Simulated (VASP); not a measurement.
A run of VASP 6.6.1 is set up as follows.

Contents of INCAR:

```
SYSTEM = ZrB
PREC     = Accurate       ! precision mode
ENCUT    = 520            ! plane-wave cutoff, eV
EDIFF    = 1E-7           ! SCF threshold, eV
ISMEAR   = -1             ! smearing method
SIGMA    = 0.1            ! smearing width, eV
LREAL    = .False.        ! projectors in reciprocal space
LASPH    = .True.         ! aspherical terms in the spheres
NELM     = 60             ! most SCF steps
ALGO     = Normal         ! electronic algorithm
ISIF     = 2              ! what is computed and relaxed
LWAVE    = .False.        ! write WAVECAR
LCHARG   = .False.        ! write CHGCAR
GGA      = PE             ! functional
NBANDS   = 14             ! bands
```

Contents of KPOINTS:

```
regular mesh
0
Gamma
  9 9 9
  0 0 0
```

File POSCAR:

```
ZrB
1.0
    0.0000000000      2.4524200738      2.4524200738
    2.4524200738      0.0000000000      2.4524200738
    2.4524200738      2.4524200738      0.0000000000
Zr B
1 1
Direct
    0.0000000000      0.0000000000      0.0000000000
    0.5000000000      0.5000000000      0.5000000000
```

Potentials or basis: VASP PAW PBE potentials, release 64 (Zr_sv, B).

Run with:

```bash
$ cat potpaw_PBE.64/Zr_sv/POTCAR potpaw_PBE.64/B/POTCAR > POTCAR
$ mpirun -np 1 vasp_std > vasp.out
```

(1) Predict the pressure.

## Answers

(1) 0.1 GPa.
